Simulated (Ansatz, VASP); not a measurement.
**HfS5 in VASP and in Ansatz**

The input INCAR:

```
SYSTEM = HfS5
ALGO = Normal ; EDIFF = 1E-6
ENCUT = 520 ; GGA = PE
ISIF = 2 ; ISMEAR = 0
LASPH = .TRUE. ; LCHARG = .TRUE.
LELF = .TRUE. ; LREAL = .FALSE.
LVHAR = .TRUE. ; LWAVE = .FALSE.
NBANDS = 29 ; NELM = 60
PREC = Accurate ; SIGMA = 0.1
```

KPOINTS

```
k-points
0
G
  4 4 4
  0 0 0
```

The input POSCAR:

```
HfS5
1.0
    3.4683458700     -4.4739535800      0.0000000000
    3.4683458700      4.4739535800      0.0000000000
    0.0000000000      0.0000000000      5.4083411300
Hf S
1 5
Direct
    0.5000000000      0.5000000000      0.5000000000
    0.5000000000      0.5000000000      0.8406468500
    0.5000000000      0.5000000000      0.1593531500
    0.2533819700      0.2533819700      0.0000000000
    0.7466180300      0.7466180300      0.0000000000
    0.0000000000      0.0000000000      0.0000000000
```

Input for Ansatz:

```yaml
crystal:
  lattice:
    - [3.46834587, -4.47395358, 0.0]
    - [3.46834587, 4.47395358, 0.0]
    - [0.0, 0.0, 5.40834113]
  atoms:
    - { symbol: Hf, position: [0.5, 0.5, 0.5] }
    - { symbol: S, position: [0.5, 0.5, 0.84064685] }
    - { symbol: S, position: [0.5, 0.5, 0.15935315] }
    - { symbol: S, position: [0.25338197, 0.25338197, 0.0] }
    - { symbol: S, position: [0.74661803, 0.74661803, 0.0] }
    - { symbol: S, position: [0.0, 0.0, 0.0] }
basis:
  ecutwfc: 420
kpoints:
  mp_grid: { grid: [4, 4, 4] }
hamiltonian:
  xc: pbe
scf:
  occupations: { method: gaussian, width: 0.1 }
  lower_state_search: "off"
output:
  forces: true
  stress: true
  eigenvalues: true
```

Alike in both runs: task single point; functional PBE; k mesh 4 × 4 × 4; occupations gaussian, width 0.1 eV; no spin polarisation.

|  | VASP | Ansatz |
| --- | --- | --- |
| version | VASP 6.6.1 | Ansatz 0.2.0 |
| potentials or method | VASP PAW PBE potentials, release 64 (Hf_pv, S), cutoff 520 eV | scalar-relativistic, plane waves, PAW |
| valence electrons in the cell | 40 | 56 |

VASP gave:

```
gap on the k mesh at the Fermi level (eV) : none
rms of the force components (eV/Å)        : 0.556
```

**Question.** Which values does Ansatz return?

**Answer.** gap on the k mesh at the Fermi level (eV): none; rms of the force components (eV/Å): 0.439.

Atom by atom the forces differ by 0.534 eV/Å (rms over components). A gap of «none» marks a metal or a gap that the smearing closes. One of these differences is far larger than is usual between the two programs; its cause wasn't traced. VASP's potentials hold 40 valence electrons a cell and Ansatz's 56, so a difference there can come from the potentials and not from the codes.

Neither program's run includes spin-orbit coupling.
